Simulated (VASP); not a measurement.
# CuO (Tenorite) (Cc) in VASP: further runs

CuO (Tenorite) is run at these levels: PBEsol; tasks: single point.

Everything below comes from runs of VASP 6.6.1. Logs are shortened: lines on timing, memory, paths and dates and some standing lists are left out, and cuts for length are marked.

### Step 1. The cell of the first run

The structure is monoclinic, space group Cc (No. 9). Conventional cell: a = 4.689 Å, b = 3.427 Å, c = 5.132 Å, α = 90.00°, β = 99.65°, γ = 90.00°. Within 2.5 Å of Cu (site symmetry 1) lie 4 O at 1.91 to 2.02 Å. Within 2.5 Å of O (site symmetry 1) lie 4 Cu at 1.91 to 2.02 Å.

### Step 2. Single point, PBEsol

The input, INCAR:

```
PREC     = Accurate       # precision mode
ENCUT    = 520            # plane-wave cutoff, eV
EDIFF    = 1E-6           # SCF threshold, eV
ISMEAR   = -1             # smearing method
SIGMA    = 0.05           # smearing width, eV
LREAL    = F              # projectors in reciprocal space
LASPH    = T              # aspherical terms in the spheres
NELM     = 100            # most SCF steps
ALGO     = Normal         # electronic algorithm
ISIF     = 2              # what is computed and relaxed
LWAVE    = F              # write WAVECAR
LCHARG   = F              # write CHGCAR
GGA      = PS             # functional
NBANDS   = 25             # bands
```

The input, KPOINTS:

```
regular mesh
0
Gamma
  8 8 5
```

The input, POSCAR:

```
CuO
1.0
    2.3446500000     -1.7134000000      0.0000000000
    2.3446500000      1.7134000000      0.0000000000
   -0.8605543552      0.0000000000      5.0594363927
Cu O
2 2
Direct
    0.4968000000      0.0032000000      0.5000000000
    0.0032000000      0.4968000000      0.0000000000
    0.4056000000      0.5714000000      0.7537000000
    0.5714000000      0.4056000000      0.2537000000
```

Potentials or basis: VASP PAW PBE potentials, release 64 (Cu, O).

Command:

```bash
$ cat potpaw_PBE.64/Cu/POTCAR potpaw_PBE.64/O/POTCAR > POTCAR
$ mpirun -np 1 vasp_std > vasp.out
```

OUTCAR:

```text
PREC = Accurate
   ENCUT = 520
   EDIFF = 1E-6
   ISMEAR = -1
   LREAL = F
   LASPH = T
   NELM = 100
   ISIF = 2
   GGA = PS

 ion  position               nearest neighbor table
   1  0.497  0.003  0.500-   4 1.91   3 1.93   4 1.98   3 2.02
   2  0.003  0.497  0.000-   3 1.91   4 1.93   3 1.98   4 2.02
   3  0.406  0.571  0.754-   2 1.91   1 1.93   2 1.98   1 2.02
   4  0.571  0.406  0.254-   1 1.91   2 1.93   1 1.98   2 2.02

  LATTYP: Found a base centered monoclinic cell.
 ALAT       =     4.6893000000
 B/A-ratio  =     0.7307700510
 C/A-ratio  =     1.0944277397
 COS(beta)  =    -0.1676807457

  Lattice vectors:

 A1 = (   2.3446500000,  -1.7134000000,   0.0000000000)
 A2 = (   2.3446500000,   1.7134000000,   0.0000000000)
 A3 = (  -0.8605543552,   0.0000000000,   5.0594363927)

Analysis of symmetry for initial positions (statically):
=====================================================================
 Subroutine PRICEL returns:
 Original cell was already a primitive cell.

 Routine SETGRP: Setting up the symmetry group for a
 base centered monoclinic supercell.

 Subroutine GETGRP returns: Found  2 space group operations
 (whereof  1 operations were pure point group operations)
 out of a pool of  4 trial point group operations.

The static configuration has the point symmetry C_1 .
 The point group associated with its full space group is C_1h.

Analysis of symmetry for dynamics (positions and initial velocities):
=====================================================================
 Subroutine PRICEL returns:
 Original cell was already a primitive cell.

 Routine SETGRP: Setting up the symmetry group for a
 base centered monoclinic supercell.

 Subroutine GETGRP returns: Found  2 space group operations
 (whereof  1 operations were pure point group operations)
 out of a pool of  4 trial point group operations.

The dynamic configuration has the point symmetry C_1 .
 The point group associated with its full space group is C_1h.

 Subroutine INISYM returns: Found  2 space group operations
 (whereof  1 operations are pure point group operations),
 and found     1 'primitive' translations

----------------------------------------------------------------------------------------

                                     Primitive cell

  volume of cell :      40.6508

  direct lattice vectors                    reciprocal lattice vectors
     2.344650000 -1.713400000  0.000000000     0.213251445 -0.291817439  0.036271720
     2.344650000  1.713400000  0.000000000     0.213251445  0.291817439  0.036271720
    -0.860554355  0.000000000  5.059436393     0.000000000  0.000000000  0.197650474

  length of vectors
     2.903984019  2.903984019  5.132100000     0.363248171  0.363248171  0.197650474

  position of ions in fractional coordinates (direct lattice)
     0.496800000  0.003200000  0.500000000
     0.003200000  0.496800000  0.000000000
     0.405600000  0.571400000  0.753700000
     0.571400000  0.405600000  0.253700000

  ion indices of the primitive-cell ions
   primitive index   ion index
                 1           1
                 2           2
                 3           3
                 4           4

----------------------------------------------------------------------------------------

 KPOINTS: regular mesh

Automatic generation of k-mesh.
 Grid dimensions read from file:
 generate k-points for:    8    8    5

 Generating k-lattice:

  Cartesian coordinates                     Fractional coordinates (reciprocal lattice)
     0.026656431 -0.036477180  0.004533965     0.125000000  0.000000000 -0.000000000
     0.026656431  0.036477180  0.004533965     0.000000000  0.125000000 -0.000000000
     0.000000000  0.000000000  0.039530095     0.000000000  0.000000000  0.200000000

  Length of vectors
     0.045406021  0.045406021  0.039530095

  Shift w.r.t. Gamma in fractional coordinates (k-lattice)
     0.000000000  0.000000000  0.000000000

 Subroutine IBZKPT returns following result:
 ===========================================

 Found     93 irreducible k-points:

 Following reciprocal coordinates:
            Coordinates               Weight
  0.000000  0.000000  0.000000      1.000000
  0.125000  0.000000 -0.000000      4.000000
  0.250000  0.000000 -0.000000      4.000000
  0.375000  0.000000 -0.000000      4.000000
  0.500000  0.000000 -0.000000      2.000000
  0.125000  0.125000 -0.000000      2.000000
[... 16 lines left out ...]
  0.125000  0.000000  0.200000      4.000000
  0.250000  0.000000  0.200000      4.000000
 [... further k-points ...]
   k-points           NKPTS =     93   k-points in BZ     NKDIM =     93   number of bands    NBANDS=     25
   number of dos      NEDOS =    301   number of ions     NIONS =      4
   total plane-waves  NPLWV =  23040
   dimension x,y,z NGX =    24 NGY =   24 NGZ =   40
   dimension x,y,z NGXF=    48 NGYF=   48 NGZF=   80
   ions per type =               2   2
[... 63 lines left out ...]
 cond. band min:       5.5393801180   @ k =   0.2500   0.1250   0.0000
 fundamental gap:      0.0544327923
 Fermi energy:         5.5087504099

 k-point     1 :       0.0000    0.0000    0.0000
  band No.  band energies     occupation
      1     -14.3300      2.00000
      2     -12.9841      2.00000
      3      -2.6727      2.00000
      4      -0.0467      2.00000
      5       0.3187      2.00000
      6       2.1249      2.00000
[... 17 lines left out ...]
     24      21.7232      0.00000
     25      22.1121      0.00000

 k-point     2 :       0.1250    0.0000   -0.0000
  band No.  band energies     occupation
      1     -14.2243      2.00000
      2     -12.9502      2.00000
      3      -2.5024      2.00000
      4      -0.0773      2.00000
      5       0.2781      2.00000
      6       1.1234      2.00000
[... 17 lines left out ...]
     24      21.0705      0.00000
     25      22.1779      0.00000

 k-point     3 :       0.2500    0.0000   -0.0000
  band No.  band energies     occupation
      1     -13.9547      2.00000
      2     -12.8671      2.00000
      3      -2.0788      2.00000
      4      -0.3089      2.00000
      5      -0.1644      2.00000
      6       0.2981      2.00000
[... 17 lines left out ...]
     24      19.8557      0.00000
     25      21.6353      0.00000

 k-point     4 :       0.3750    0.0000   -0.0000
  band No.  band energies     occupation
      1     -13.6602      2.00000
      2     -12.7830      2.00000
      3      -1.6621      2.00000
      4      -1.3388      2.00000
      5      -0.2430      2.00000
      6       0.2921      2.00000
[... 17 lines left out ...]
     24      18.5800      0.00000
     25      21.1686      0.00000

 k-point     5 :       0.5000    0.0000   -0.0000
  band No.  band energies     occupation
      1     -13.5290      2.00000
      2     -12.7484      2.00000
      3      -1.7729      2.00000
      4      -1.4581      2.00000
      5      -0.2415      2.00000
      6       0.2906      2.00000
[... 17 lines left out ...]
     24      18.0557      0.00000
     25      20.9504      0.00000

 k-point     6 :       0.1250    0.1250   -0.0000
  band No.  band energies     occupation
      1     -14.1616      2.00000
      2     -12.9390      2.00000
      3      -2.3919      2.00000
      4      -0.0300      2.00000
      5       0.2710      2.00000
      6       1.2534      2.00000
[... 17 lines left out ...]
     24      20.9128      0.00000
     25      21.8909      0.00000
[... 393 lines left out ...]
 k-point    21 :       0.5000    0.5000   -0.0000
  band No.  band energies     occupation
      1     -13.0323      2.00000
      2     -12.6668      2.00000
      3      -1.9361      2.00000
      4      -0.6150      2.00000
      5      -0.4081      2.00000
      6       0.0523      2.00000
[... 17 lines left out ...]
     24      17.8735      0.00000
     25      19.3874      0.00000

 k-point    22 :       0.0000    0.0000    0.2000
  band No.  band energies     occupation
      1     -14.2216      2.00000
      2     -13.1390      2.00000
      3      -2.2942      2.00000
      4       0.0373      2.00000
      5       0.3375      2.00000
      6       1.5110      2.00000
[... 17 lines left out ...]
     24      20.5995      0.00000
     25      22.2698      0.00000

 k-point    23 :       0.1250    0.0000    0.2000
  band No.  band energies     occupation
      1     -14.1069      2.00000
      2     -13.1128      2.00000
      3      -2.1377      2.00000
      4      -0.0258      2.00000
      5       0.3045      2.00000
      6       0.8582      2.00000
[... 17 lines left out ...]
     24      20.3590      0.00000
     25      21.4186      0.00000

 k-point    24 :       0.2500    0.0000    0.2000
  band No.  band energies     occupation
      1     -13.8465      2.00000
      2     -13.0079      2.00000
      3      -1.8618      2.00000
      4      -0.4265      2.00000
      5      -0.0723      2.00000
      6       0.2294      2.00000
[... 17 lines left out ...]
     24      20.2197      0.00000
     25      20.6744      0.00000

 [... further k-points ...]
[... 5 lines left out ...]
  --------------------------------------------------------------------------------------
  -------------------------------------------------------------------------------------
  Total       -0.5921227     -0.0159138     -0.9045093      0.0000000      0.0000000     -0.2840438
  in kB      -23.3374473     -0.6272140    -35.6496035      0.0000000      0.0000000    -11.1950760
  external PRESSURE =     -19.8714216 kB  Pullay stress =       0.0000000 kB

 VOLUME and BASIS-vectors are now :
 -----------------------------------------------------------------------------
  energy-cutoff  :      520.00
  volume of cell :       40.65
      direct lattice vectors                 reciprocal lattice vectors
     2.344650000 -1.713400000  0.000000000     0.213251445 -0.291817439  0.036271720
     2.344650000  1.713400000  0.000000000     0.213251445  0.291817439  0.036271720
    -0.860554355  0.000000000  5.059436393     0.000000000  0.000000000  0.197650474

 POSITION                                       TOTAL-FORCE (eV/Angst)
 -----------------------------------------------------------------------------------
      0.74205     -0.84573      2.52972        -0.616058     -0.335235      0.235693
      1.17233      0.84573      0.00000        -0.616058      0.335235      0.235693
      1.64212      0.28408      3.81330         0.616058     -0.367997     -0.235693
      2.07240     -0.28408      1.28358         0.616058      0.367997     -0.235693
 -----------------------------------------------------------------------------------
    total drift:                               -0.000243      0.000000     -0.000503

  FREE ENERGIE OF THE ION-ELECTRON SYSTEM (eV)
  ---------------------------------------------------
  free  energy   TOTEN  =       -21.3040447934 eV

  energy  without entropy=      -21.2869194409  energy(sigma->0) =      -21.29548212
```

Wall time 95 s (1 thread of Intel Xeon Platinum 8375C at 2.90GHz (Ice Lake), shared host); peak memory 0.21 GiB.

Results:

```yaml
Free_energy: -21.3040 eV
Pressure: -2.0 GPa
Largest_force: 0.755 eV/Å
Band_gap_on_the_k_mesh: zero (band 17 reaches 5.74 eV, above the bottom of band 18 at 5.25 eV)
```

Forces in eV/Å, atoms in the order of the input:
```
Cu  -0.616 -0.335  0.236
Cu  -0.616  0.335  0.236
O    0.616 -0.368 -0.236
O    0.616  0.368 -0.236
```

Caveat: the PAW data sets were made with another functional, which shifts forces and pressure a little; semilocal functionals often make such compounds metallic where correlation or magnetic order opens a gap, which also shifts bond lengths.

### Step 3. Single point, PBEsol

This run uses another cell than the first one, of 10.37 Å³/atom, 1.020 times its volume.

The input, INCAR:

```
SYSTEM = CuO
ALGO = Normal
EDIFF = 1E-6
ENCUT = 520
GGA = PS
ISIF = 2
ISMEAR = -1
LASPH = .True.
LCHARG = .True.
LELF = .True.
LREAL = .False.
LVHAR = .True.
LWAVE = .False.
NBANDS = 25
NELM = 80
PREC = Accurate
SIGMA = 0.05
```

The input, KPOINTS:

```
k-points
0
Gamma
  8 8 5
  0 0 0
```

The input, POSCAR:

```
CuO
1.0
    2.3680965000     -1.7305340000      0.0000000000
    2.3680965000      1.7305340000      0.0000000000
   -0.8691598988      0.0000000000      5.0594363927
Cu O
2 2
Direct
    0.4968000000      0.0032000000      0.5000000000
    0.0032000000      0.4968000000      0.0000000000
    0.4056000000      0.5714000000      0.7537000000
    0.5714000000      0.4056000000      0.2537000000
```

Potentials or basis: VASP PAW PBE potentials, release 64 (Cu, O).

Command:

```bash
$ cat potpaw_PBE.64/Cu/POTCAR potpaw_PBE.64/O/POTCAR > POTCAR
$ mpirun -np 1 vasp_std > vasp.out
```

Wall time 84 s (1 thread of Intel Xeon Platinum 8375C at 2.90GHz (Ice Lake), shared host); peak memory 0.21 GiB.

Results (log left out):

```
Free energy            : -21.2908 eV
Pressure               : -5.0 GPa
Largest force          : 0.743 eV/Å
Band gap on the k mesh : zero (band 17 reaches 5.48 eV, above the bottom of band 18 at 4.98 eV)
```

Forces on the atoms (eV/Å):
```
Cu  -0.580 -0.308  0.217
Cu  -0.580  0.308  0.217
O    0.580 -0.410 -0.217
O    0.580  0.410 -0.217
```

Stress tensor (GPa, compression positive):
```
-6.06  0.00 -0.75
 0.00 -2.69  0.00
-0.75  0.00 -6.34
```

Levels at points of the mesh, in eV from the Fermi level:
```
           k point  band 14  band 15  band 16  band 17  band 18  band 19  band 20  band 21
(0.00, 0.00, 0.00)    -2.14    -2.06    -1.56     0.23     0.91     1.59     5.86     8.04
(0.50, 0.00, 0.00)    -1.54    -1.43    -1.35    -0.04     0.30     4.88     6.11     6.78
(0.50, 0.50, 0.00)    -2.05    -1.67    -1.19    -0.63     1.04     3.28     6.90     8.48
```

Caveat: the PAW data sets were made with another functional, which shifts forces and pressure a little; semilocal functionals often make such compounds metallic where correlation or magnetic order opens a gap, which also shifts bond lengths. With open d or f shells a metallic result of PBEsol can be an artefact of self-interaction; +U or a hybrid may open a gap.

### Step 4. Single point, PBEsol

This run uses another cell than the first one, of 10.57 Å³/atom, 1.040 times its volume.

The input, INCAR:

```
SYSTEM = CuO
  PREC = Accurate
  ENCUT = 520
  EDIFF = 1E-7
  ISMEAR = -1
  SIGMA = 0.05
  LREAL = .False.
  LASPH = .True.
  NELM = 60
  ALGO = Normal
  ISIF = 2
  LWAVE = .False.
  LCHARG = .False.
  GGA = PS
  NBANDS = 25
```

The input, KPOINTS:

```
regular mesh
0
Gamma
  8 8 5
  0 0 0
```

The input, POSCAR:

```
CuO
1.0
    2.3915430000     -1.7476680000      0.0000000000
    2.3915430000      1.7476680000      0.0000000000
   -0.8777654423      0.0000000000      5.0594363927
Cu O
2 2
Direct
    0.4968000000      0.0032000000      0.5000000000
    0.0032000000      0.4968000000      0.0000000000
    0.4056000000      0.5714000000      0.7537000000
    0.5714000000      0.4056000000      0.2537000000
```

Command:

```bash
$ cat potpaw_PBE.64/Cu/POTCAR potpaw_PBE.64/O/POTCAR > POTCAR
$ mpirun -np 1 vasp_std > vasp.out
```

Run time: 1.7 min. Hardware: 1 thread of Intel Xeon Platinum 8375C at 2.90GHz (Ice Lake), shared host; peak memory 0.21 GiB.

Results (log left out):

```yaml
Free_energy: -21.2617 eV
Pressure: -7.8 GPa
Largest_force: 0.734 eV/Å
Band_gap_on_the_k_mesh: zero (band 17 reaches 5.23 eV, above the bottom of band 18 at 4.73 eV)
```

Forces on the atoms (eV/Å):
```
Cu  -0.544 -0.280  0.199
Cu  -0.544  0.280  0.199
O    0.544 -0.451 -0.199
O    0.544  0.451 -0.199
```

Stress tensor (GPa, compression positive):
```
-9.48  0.00 -0.41
 0.00 -5.10  0.00
-0.41  0.00 -8.80
```

Levels at points of the mesh, in eV from the Fermi level:
```tsv
k point	band 14	band 15	band 16	band 17	band 18	band 19	band 20	band 21
(0.00, 0.00, 0.00)	-2.09	-2.00	-1.50	0.23	0.90	1.53	5.80	7.98
(0.50, 0.00, 0.00)	-1.50	-1.40	-1.32	-0.03	0.30	4.96	6.01	6.67
(0.50, 0.50, 0.00)	-2.00	-1.65	-1.17	-0.62	1.01	3.29	6.84	8.47
```

Caveat: the PAW data sets were made with another functional, which shifts forces and pressure a little; semilocal functionals often make such compounds metallic where correlation or magnetic order opens a gap, which also shifts bond lengths. With open d or f shells a metallic result of PBEsol can be an artefact of self-interaction; +U or a hybrid may open a gap.

### Step 5. Single point, PBEsol

This run uses another cell than the first one, of 10.99 Å³/atom, 1.082 times its volume.

The input, INCAR:

```
SYSTEM = CuO
PREC     = Accurate       ! precision mode
ENCUT    = 520            ! plane-wave cutoff, eV
EDIFF    = 1E-7           ! SCF threshold, eV
ISMEAR   = -1             ! smearing method
SIGMA    = 0.05           ! smearing width, eV
LREAL    = .FALSE.        ! projectors in reciprocal space
LASPH    = .TRUE.         ! aspherical terms in the spheres
NELM     = 100            ! most SCF steps
ALGO     = Normal         ! electronic algorithm
ISIF     = 2              ! what is computed and relaxed
LWAVE    = .FALSE.        ! write WAVECAR
LCHARG   = .FALSE.        ! write CHGCAR
GGA      = PS             ! functional
NBANDS   = 25             ! bands
```

The input, KPOINTS:

```
Automatic mesh
0
G
  8 8 5
  0 0 0
```

The input, POSCAR:

```
CuO
1.0
    2.4384360000     -1.7819360000      0.0000000000
    2.4384360000      1.7819360000      0.0000000000
   -0.8949765294      0.0000000000      5.0594363927
Cu O
2 2
Direct
    0.4968000000      0.0032000000      0.5000000000
    0.0032000000      0.4968000000      0.0000000000
    0.4056000000      0.5714000000      0.7537000000
    0.5714000000      0.4056000000      0.2537000000
```

Command:

```bash
$ cat potpaw_PBE.64/Cu/POTCAR potpaw_PBE.64/O/POTCAR > POTCAR
$ mpirun -np 1 vasp_std > vasp.out
```

Run time: 1.7 min. Hardware: 1 thread of Intel Xeon Platinum 8375C at 2.90GHz (Ice Lake), shared host; peak memory 0.22 GiB.

Results (log left out):

```yaml
Free_energy: -21.1606 eV
Pressure: -12.5 GPa
Largest_force: 0.727 eV/Å
Band_gap_on_the_k_mesh: zero (band 17 reaches 4.74 eV, above the bottom of band 18 at 4.24 eV)
```

Forces in eV/Å, atoms in the order of the input:
```
Cu  -0.474 -0.226  0.167
Cu  -0.474  0.226  0.167
O    0.474 -0.525 -0.167
O    0.474  0.525 -0.167
```

Stress tensor (GPa, compression positive):
```
-15.44   0.00   0.18
  0.00  -9.27   0.00
  0.18   0.00 -12.83
```

Levels at points of the mesh, in eV from the Fermi level:
```tsv
k point	band 15	band 16	band 17	band 18	band 19	band 20
(0.00, 0.00, 0.00)	-1.87	-1.39	0.23	0.88	1.41	5.69
(0.50, 0.00, 0.00)	-1.34	-1.26	-0.03	0.31	5.10	5.80
(0.50, 0.50, 0.00)	-1.62	-1.14	-0.61	0.95	3.30	6.72
```

Caveat: the PAW data sets were made with another functional, which shifts forces and pressure a little; semilocal functionals often make such compounds metallic where correlation or magnetic order opens a gap, which also shifts bond lengths.

### Step 6. Summary

| cell | gap on the mesh (eV) | pressure (GPa) | largest force (eV/Å) |
| --- | --- | --- | --- |
| a = 2.904, b = 2.904, c = 5.132 Å, angles 97.8, 97.8, 72.3°, 4 atoms | none | -2.0 | 0.76 |
| a = 2.933, b = 2.933, c = 5.134 Å, angles 97.9, 97.9, 72.3°, 4 atoms | none | -5.0 | 0.74 |
| a = 2.962, b = 2.962, c = 5.135 Å, angles 97.9, 97.9, 72.3°, 4 atoms | none | -7.8 | 0.73 |
| a = 3.020, b = 3.020, c = 5.138 Å, angles 98.1, 98.1, 72.3°, 4 atoms | none | -12.5 | 0.73 |

Alike in all rows: task single point; level PBEsol; potentials or basis VASP PAW PBE potentials, release 64 (Cu, O); no spin polarisation; k mesh 8 × 8 × 5; cutoff (eV) 520; smearing fermi-dirac 0.05 eV.

Caveats: the PAW data sets were made with another functional, which shifts forces and pressure a little; semilocal functionals often make such compounds metallic where correlation or magnetic order opens a gap, which also shifts bond lengths.

Absolute energies hang on the potentials; compare differences alone.
